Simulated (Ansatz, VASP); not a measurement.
# Two plane-wave programs on HfTe5Mo

```
Hf Te Mo
1.0
     0.00000    5.22566    5.22566
     5.22566    0.00000    5.22566
     5.22566    5.22566    0.00000
Hf Te Mo
1 5 1
Direct
  0.75000 0.75000 0.75000
  0.89529 0.89529 0.89529
  0.89529 0.89529 0.31412
  0.89529 0.31412 0.89529
  0.31412 0.89529 0.89529
  0.50000 0.50000 0.50000
  0.25000 0.25000 0.25000
```

Alike in both runs: functional PBE; k mesh 3 × 3 × 3; occupations gaussian, width 0.2 eV; no spin polarisation.

Ansatz relaxed the structure, and its values are those at the end. VASP's run is a single point on that final structure, the one shown.

|  | VASP | Ansatz |
| --- | --- | --- |
| version | VASP 6.6.1 | Ansatz 0.2.0 |
| potentials or method | VASP PAW PBE potentials, release 64 (Hf_pv, Te, Mo_sv), cutoff 500 eV | scalar-relativistic, plane waves, PAW |
| valence electrons in the cell | 54 | 120 |

```csv
,VASP,Ansatz,Ansatz less VASP
gap on the k mesh at the Fermi level (eV),none,none,-
pressure (GPa),0.7,0.7,+0.07
rms of the force components (eV/Å),0.016,0.013,-0.0032
```

A gap of «none» marks a metal or a gap that the smearing closes. VASP's potentials hold 54 valence electrons a cell and Ansatz's 120, so a difference there can come from the potentials and not from the codes.

Spin-orbit coupling is off throughout.
